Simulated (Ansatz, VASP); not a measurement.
Two plane-wave programs on GaN

```
Ga N
1.0
     0.00000    2.24895    2.24895
     2.24895    0.00000    2.24895
     2.24895    2.24895    0.00000
Ga N
1 1
Cartesian
  0.0000 0.0000 0.0000
  1.1245 1.1245 1.1245
```

Alike in both runs: task single point; functional PBE; k mesh 10 × 10 × 10; occupations fermi-dirac, width 0.02 eV; no spin polarisation.

```csv
,VASP,Ansatz
version,VASP 6.6.1,Ansatz 0.2.0
potentials or method,"VASP PAW PBE potentials, release 64 (Ga_d, N)","plane waves, PAW"
plane-wave cutoff (eV),520,420
valence electrons in the cell,18,18
```

```tsv
	VASP	Ansatz	Ansatz less VASP
gap on the k mesh at the Fermi level (eV)	1.76	1.76	-0.008
pressure (GPa)	6.3	6.2	-0.06
```

The functional is the same, so the differences come from potentials, cutoffs and numerics.
